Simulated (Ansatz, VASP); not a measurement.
**Two plane-wave programs on Pb**

File POSCAR:

```
Pb
1.0
    0.0000000000      2.5235621278      2.5235621278
    2.5235621278      0.0000000000      2.5235621278
    2.5235621278      2.5235621278      0.0000000000
Pb
1
Direct
    0.0000000000      0.0000000000      0.0000000000
```

File INCAR.step1:

```
  PREC = Accurate
  ENCUT = 520
  ISMEAR = -1
  SIGMA = 0.05
  LREAL = False
  LASPH = True
  NELM = 80
  NBANDS = 13
  GGA = PE
  ALGO = Normal
  EDIFF = 1E-4
  LWAVE = True
  LCHARG = False
```

INCAR.step2

```
  PREC = Accurate
  ENCUT = 520
  EDIFF = 1E-6
  ISMEAR = -1
  SIGMA = 0.05
  LREAL = False
  LASPH = True
  NELM = 80
  ALGO = Normal
  ISIF = 2
  LWAVE = False
  LCHARG = True
  METAGGA = R2SCAN
  LMIXTAU = True
  LUSE_VDW = True
  IVDW_NL = 2
  BPARAM = 11.95
  CPARAM = 0.0093
  LELF = True
  LVHAR = True
  NBANDS = 13
  ISTART = 1
```

File KPOINTS:

```
Automatic mesh
0
Gamma
  9 9 9
```

Contents of input.yaml:

```yaml
crystal:
  lattice:
    - [0.0, 2.5235621278, 2.5235621278]
    - [2.5235621278, 0.0, 2.5235621278]
    - [2.5235621278, 2.5235621278, 0.0]
  atoms:
    - { symbol: Pb, position: [0.0, 0.0, 0.0] }
hamiltonian:
  xc: r2scan
  pseudopotentials: { kind: paw }
  dispersion: rvv10
kpoints:
  mp_grid: { grid: [9, 9, 9] }
scf:
  occupations: { method: fermi_dirac, width: 0.05 }
output:
  forces: true
  stress: true
  eigenvalues: true
```

Alike in both runs: task single point; functional r2SCAN; dispersion rVV10; k mesh 9 × 9 × 9; occupations fermi-dirac, width 0.05 eV; no spin polarisation.

|  | VASP | Ansatz |
| --- | --- | --- |
| version | VASP 6.6.1 | Ansatz 0.2.0 |
| potentials or method | VASP PAW PBE potentials, release 64 (Pb_d) | Ansatz PAW |
| plane-wave cutoff (eV) | 520 | 500 |
| valence electrons in the cell | 14 | 14 |

|  | VASP | Ansatz | Ansatz less VASP |
| --- | --- | --- | --- |
| gap on the k mesh at the Fermi level (eV) | none | none | - |
| pressure (GPa) | -2.3 | -2.4 | -0.16 |

VASP's potentials were made for PBE, not for r2SCAN. A gap of «none» marks a metal or a gap that the smearing closes.

Spin-orbit coupling is off throughout.
